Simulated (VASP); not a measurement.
# MgS (I4/mmm) in VASP: notebook, part 2 of 2

VASP 6.6.1. Earlier steps stand in the parts before.

## Step 3: Single point, PBEsol (strain +0.030 along x and y, -0.030 along z)

The input, INCAR:

```
SYSTEM = MgS
PREC     = Accurate       ! precision mode
ENCUT    = 520            ! plane-wave cutoff, eV
EDIFF    = 1E-6           ! SCF threshold, eV
ISMEAR   = 0              ! smearing method
SIGMA    = 0.05           ! smearing width, eV
LREAL    = .FALSE.        ! projectors in reciprocal space
LASPH    = .TRUE.         ! aspherical terms in the spheres
NELM     = 80             ! most SCF steps
ALGO     = Normal         ! electronic algorithm
ISIF     = 2              ! what is computed and relaxed
LWAVE    = .FALSE.        ! write WAVECAR
LCHARG   = .TRUE.         ! write CHGCAR
GGA      = PS             ! functional
LELF     = .TRUE.         ! ELF
LVHAR    = .TRUE.       
NBANDS   = 11             ! bands
```

The input, KPOINTS:

```
regular mesh
0
G
  8 8 8
  0 0 0
```

The input, POSCAR:

```
MgS
1.0
    0.0000000000      2.6796995000      2.5236005000
    2.6796995000      0.0000000000      2.5236005000
    2.6796995000      2.6796995000      0.0000000000
Mg S
1 1
Direct
    0.0000000000      0.0000000000      0.0000000000
    0.5000000000      0.5000000000      0.5000000000
```

Potentials or basis: VASP PAW PBE potentials, release 64 (Mg, S).

Run with:

```sh
$ cat potpaw_PBE.64/Mg/POTCAR potpaw_PBE.64/S/POTCAR > POTCAR
$ mpirun -np 1 vasp_std > vasp.out
```

OUTCAR:

```text
SYSTEM = MgS
   PREC = Accurate
   ENCUT = 520
   EDIFF = 1E-6
   ISMEAR = 0
   LREAL = .FALSE.
   LASPH = .TRUE.
   NELM = 80
   ISIF = 2
   GGA = PS

 ion  position               nearest neighbor table
   1  0.000  0.000  0.000-   2 2.52   2 2.52   2 2.68   2 2.68   2 2.68   2 2.68
   2  0.500  0.500  0.500-   1 2.52   1 2.52   1 2.68   1 2.68   1 2.68   1 2.68

  LATTYP: Found a body centered tetragonal cell.
 ALAT       =     3.7896673760
 C/A-ratio  =     1.3318321898

  Lattice vectors:

 A1 = (   0.0000000000,  -2.6796995000,  -2.5236005000)
 A2 = (   0.0000000000,   2.6796995000,  -2.5236005000)
 A3 = (   2.6796995000,   0.0000000000,   2.5236005000)

Analysis of symmetry for initial positions (statically):
=====================================================================
 Subroutine PRICEL returns:
 Original cell was already a primitive cell.

 Routine SETGRP: Setting up the symmetry group for a
 body centered tetragonal supercell.

 Subroutine GETGRP returns: Found 16 space group operations
 (whereof 16 operations were pure point group operations)
 out of a pool of 16 trial point group operations.

The static configuration has the point symmetry D_4h.

Analysis of symmetry for dynamics (positions and initial velocities):
=====================================================================
 Subroutine PRICEL returns:
 Original cell was already a primitive cell.

 Routine SETGRP: Setting up the symmetry group for a
 body centered tetragonal supercell.

 Subroutine GETGRP returns: Found 16 space group operations
 (whereof 16 operations were pure point group operations)
 out of a pool of 16 trial point group operations.

The dynamic configuration has the point symmetry D_4h.

 Subroutine INISYM returns: Found 16 space group operations
 (whereof 16 operations are pure point group operations),
 and found     1 'primitive' translations

----------------------------------------------------------------------------------------

[... 114 lines left out ...]
  Fermi-wavevector in a.u.,A,eV,Ry     =   0.989382  1.869660 13.318420  0.978876
  Thomas-Fermi vector in A             =   2.120976
   LORBIT       =      0    0 simple, 1 ext, 2 COOP (PROOUT), +10 PAW based schemes
   GGA     = PS    functional components
   LHFCALC =     F    Hartree Fock is set to
   AEXX    =    0.0000 exact exchange contribution
   IVDW    =     0    specifies the selected vdW correction
   LEPSILON=     F    determine dielectric tensor
   LRPA    =     F    only Hartree local field effects (RPA)
 non-spin polarized calculation
 Gauss-broadening in eV      SIGMA  =   0.05
  energy-cutoff  :      520.00
  volume of cell :       36.24
 maximum number of plane-waves:       992
   NGX = 13   NGY = 13   NGZ = 15

 number of electron       8.0000000 magnetization

 Free energy of the ion-electron system (eV)
  ---------------------------------------------------
  ext. energy  EPLUGINS =         0.00000000
  ---------------------------------------------------
  free energy    TOTEN  =        -9.03409744 eV

  energy without entropy =       -9.03409744  energy(sigma->0) =       -9.03409744

 E-fermi :   3.7205     XC(G=0):  -9.7137

 val. band max:        3.5087259350   @ k =   0.0000   0.0000   0.0000
 cond. band min:       5.9162902034   @ k =   0.5000   0.5000   0.0000
 fundamental gap:      2.4075642684
 Fermi energy:         3.7205142347

 k-point     1 :       0.0000    0.0000    0.0000
  band No.  band energies     occupation
      1      -9.1101      2.00000
      2       3.2212      2.00000
      3       3.5087      2.00000
      4       3.5087      2.00000
      5       6.7943      0.00000
      6      11.1112      0.00000
      7      11.1112      0.00000
      8      11.7160      0.00000
      9      13.2853      0.00000
     10      14.0702      0.00000
     11      15.6815      0.00000
[... 309 lines left out ...]
 k-point    24 :       0.3750   -0.0000    0.1250
  band No.  band energies     occupation
      1      -8.1693      2.00000
      2      -0.2427      2.00000
      3       2.4762      2.00000
      4       2.6958      2.00000
      5       8.5403      0.00000
      6       9.7365      0.00000
      7      11.4180      0.00000
      8      11.6869      0.00000
      9      14.6292      0.00000
     10      15.9884      0.00000
     11      16.1055      0.00000

 [... further k-points ...]
[... 5 lines left out ...]
  --------------------------------------------------------------------------------------
  -------------------------------------------------------------------------------------
  Total       -1.0322430     -1.0322430      0.3005532      0.0000000      0.0000000      0.0000000
  in kB      -45.6320258    -45.6320258     13.2864559      0.0000000      0.0000000      0.0000000
  external PRESSURE =     -25.9925319 kB  Pullay stress =       0.0000000 kB

 VOLUME and BASIS-vectors are now :
 -----------------------------------------------------------------------------
  energy-cutoff  :      520.00
  volume of cell :       36.24
      direct lattice vectors                 reciprocal lattice vectors
     0.000000000  2.679699500  2.523600500    -0.186588086  0.186588086  0.198129617
     2.679699500  0.000000000  2.523600500     0.186588086 -0.186588086  0.198129617
     2.679699500  2.679699500  0.000000000     0.186588086  0.186588086 -0.198129617

 POSITION                                       TOTAL-FORCE (eV/Angst)
 -----------------------------------------------------------------------------------
      0.00000      0.00000      0.00000         0.000000     -0.000000     -0.000000
      2.67970      2.67970      2.52360        -0.000000      0.000000      0.000000
 -----------------------------------------------------------------------------------
    total drift:                                0.000000      0.000000      0.000000

  FREE ENERGIE OF THE ION-ELECTRON SYSTEM (eV)
  ---------------------------------------------------
  free  energy   TOTEN  =        -9.0340974357 eV

  energy  without entropy=       -9.0340974357  energy(sigma->0) =       -9.03409744
```

OSZICAR:

```text
N       E                     dE             d eps       ncg     rms          rms(c)
DAV:   1     0.206326784950E+02    0.20633E+02   -0.36086E+03  1338   0.592E+02
DAV:   2    -0.802105662678E+01   -0.28654E+02   -0.26152E+02  1644   0.969E+01
DAV:   3    -0.941181839294E+01   -0.13908E+01   -0.13881E+01  1620   0.231E+01
DAV:   4    -0.942012738643E+01   -0.83090E-02   -0.83081E-02  1561   0.217E+00
DAV:   5    -0.942020299778E+01   -0.75611E-04   -0.75611E-04  1632   0.204E-01    0.401E+00
DAV:   6    -0.907919853264E+01    0.34100E+00   -0.74028E-01  1463   0.329E+00    0.301E+00
DAV:   7    -0.903733184208E+01    0.41867E-01   -0.18800E-01  1561   0.181E+00    0.190E+00
DAV:   8    -0.903437555073E+01    0.29563E-02   -0.11287E-02  1421   0.611E-01    0.753E-01
DAV:   9    -0.903411025550E+01    0.26530E-03   -0.62095E-04  1514   0.135E-01    0.321E-01
DAV:  10    -0.903409633239E+01    0.13923E-04   -0.15755E-04  1511   0.559E-02    0.173E-02
DAV:  11    -0.903409738069E+01   -0.10483E-05   -0.18387E-06  1556   0.872E-03    0.118E-02
DAV:  12    -0.903409743568E+01   -0.54996E-07   -0.85185E-08   886   0.200E-03
   1 F= -.90340974E+01 E0= -.90340974E+01  d E =-.177894E-11
```

Wall time 18 s (1 thread of AMD EPYC 7R13, shared host); peak memory 0.17 GiB.

What came out:

```
Free energy            : -9.0341 eV
Pressure               : -2.6 GPa
Band gap on the k mesh : 2.41 eV, indirect (least direct gap 3.29 eV)
```

Levels at points of the mesh, in eV from the valence-band top:
| k point | band 1 | band 2 | band 3 | band 4 | band 5 | band 6 | band 7 | band 8 | band 9 |
| --- | --- | --- | --- | --- | --- | --- | --- | --- | --- |
| (0.00, 0.00, 0.00) | -12.62 | -0.29 | 0.00 | 0.00 | 3.29 | 7.60 | 7.60 | 8.21 | 9.78 |
| (0.50, 0.00, 0.00) | -11.36 | -4.84 | -0.74 | -0.59 | 4.23 | 6.40 | 7.11 | 9.69 | 11.72 |
| (0.50, 0.50, 0.00) | -10.88 | -4.15 | -1.91 | -1.91 | 2.41 | 4.10 | 11.90 | 12.64 | 12.64 |
| (0.50, 0.00, 0.50) | -11.08 | -4.22 | -1.90 | -1.39 | 2.68 | 4.33 | 11.28 | 12.23 | 12.51 |

Caveat: the cell differs from its parent crystal (strain +0.030 along x and y, -0.030 along z); the PAW data sets were made with another functional, which shifts forces and pressure a little.

## Step 4: Single point, PBEsol (strain +0.030 along x and y, -0.015 along z)

The input, INCAR:

```
SYSTEM = MgS
PREC = Accurate
ENCUT = 520
EDIFF = 1E-6
ISMEAR = 0
SIGMA = 0.05
LREAL = .False.
LASPH = .True.
NELM = 80
ALGO = Normal
ISIF = 2
LWAVE = .False.
LCHARG = .False.
GGA = PS
NBANDS = 11
```

The input, KPOINTS:

```
regular mesh
0
Gamma
  8 8 8
  0 0 0
```

The input, POSCAR:

```
MgS
1.0
    0.0000000000      2.6796995000      2.5626252500
    2.6796995000      0.0000000000      2.5626252500
    2.6796995000      2.6796995000      0.0000000000
Mg S
1 1
Direct
    0.0000000000      0.0000000000      0.0000000000
    0.5000000000      0.5000000000      0.5000000000
```

Run with:

```sh
$ cat potpaw_PBE.64/Mg/POTCAR potpaw_PBE.64/S/POTCAR > POTCAR
$ mpirun -np 1 vasp_std > vasp.out
```

Run time: 19 s. Hardware: 1 thread of AMD EPYC 7R13, shared host; peak memory 0.17 GiB.

The run converged. Its results:

| Item | Value |
| --- | --- |
| Free energy | -9.0343 eV |
| Pressure | -3.8 GPa |
| Band gap on the k mesh | 2.43 eV, indirect (least direct gap 3.19 eV) |

Stress tensor (GPa, compression positive):
```
-5.13  0.00  0.00
 0.00 -5.13  0.00
 0.00  0.00 -1.25
```

Levels at points of the mesh, in eV from the valence-band top:
```
           k point  band 2  band 3  band 4  band 5  band 6  band 7
(0.00, 0.00, 0.00)   -0.21    0.00    0.00    3.19    7.67    7.67
(0.50, 0.00, 0.00)   -4.73   -0.68   -0.57    4.25    6.48    6.99
(0.50, 0.50, 0.00)   -4.07   -1.80   -1.80    2.43    4.20   11.68
(0.50, 0.00, 0.50)   -4.12   -1.80   -1.43    2.63    4.37   11.22
```

Caveat: the cell differs from its parent crystal (strain +0.030 along x and y, -0.015 along z); the PAW data sets were made with another functional, which shifts forces and pressure a little. A k mesh can miss the band edges.

## Step 5: Overview

```csv
cell,gap on the mesh (eV),pressure (GPa)
"a = 3.653, b = 3.653, c = 3.734 Å, angles 59.3, 59.3, 61.5°, 2 atoms",2.51,-0.8
"a = 3.681, b = 3.681, c = 3.790 Å, angles 59.0, 59.0, 62.0°, 2 atoms",2.41,-2.6
"a = 3.708, b = 3.708, c = 3.790 Å, angles 59.3, 59.3, 61.5°, 2 atoms",2.43,-3.8
```

Alike in all rows: task single point; level PBEsol; potentials or basis VASP PAW PBE potentials, release 64 (Mg, S); no spin polarisation; k mesh 8 × 8 × 8; cutoff (eV) 520; smearing gaussian 0.05 eV.

Caveats: the PAW data sets were made with another functional, which shifts forces and pressure a little.

Absolute energies hang on the potentials; compare differences alone.
